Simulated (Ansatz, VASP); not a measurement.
# MgO: VASP beside Ansatz

INCAR

```
PREC = Accurate ; ENCUT = 840
EDIFF = 1E-6 ; ISMEAR = 0
SIGMA = 0.05 ; LREAL = False
LASPH = True ; NELM = 120
ALGO = Normal ; ISIF = 2
LWAVE = False ; LCHARG = False
GGA = CA ; NBANDS = 15
GGA_COMPAT = False
```

KPOINTS

```
regular mesh
0
Gamma
  9 9 8
```

Contents of POSCAR:

```
MgO
1.0
    2.9380209034      0.0000000000      0.0000000000
   -1.4690104517      2.4680687170      0.0000000000
    0.0000000000      0.0000000000      2.6796800000
Mg O
1 1
Direct
    0.0000000000      0.0000000000      0.0000000000
    0.3333333333      0.6666666667      0.5000000000
```

Input for Ansatz:

```yaml
crystal:
  lattice:
    - [2.9380209034, 0.0, 0.0]
    - [-1.4690104517, 2.468068717, 0.0]
    - [0.0, 0.0, 2.67968]
  atoms:
    - { symbol: Mg, position: [0.0, 0.0, 0.0] }
    - { symbol: O, position: [0.3333333333, 0.6666666667, 0.5] }
basis:
  ecutwfc: 420
kpoints:
  mp_grid: { grid: [9, 9, 8] }
hamiltonian:
  xc: lda
scf:
  occupations: { method: gaussian, width: 0.05 }
output:
  forces: true
  stress: true
  eigenvalues: true
```

Change from the starting cell: strain -0.0300 x Voigt [0, 1, 0, 0, 0, 0], atoms carried along.

Alike in both runs: task single point; functional LDA; k mesh 9 × 9 × 8; occupations gaussian, width 0.05 eV; no spin polarisation.

```csv
,VASP,Ansatz
version,VASP 6.6.1,Ansatz 0.2.0
potentials or method,"VASP PAW LDA potentials, release 64 (Mg_sv, O), cutoff 840 eV","scalar-relativistic, plane waves, PAW"
valence electrons in the cell,16,16
```

|  | VASP | Ansatz | Ansatz less VASP |
| --- | --- | --- | --- |
| gap on the k mesh at the Fermi level (eV) | 3.13 | 3.12 | -0.013 |
| least direct gap on the mesh (eV) | 3.61 | 3.60 | -0.013 |
| pressure (GPa) | -5.3 | -5.7 | -0.40 |
| traceless stress, the component that is largest in VASP (GPa) | 6.40 | 6.44 | +0.042 |
| rms of the force components (eV/Å) | 0.006 | 0.003 | -0.0026 |

LDA's correlation is that of Perdew and Zunger in VASP and of Perdew and Wang (1992) in Ansatz. Atom by atom the forces differ by 0.003 eV/Å (rms over components).
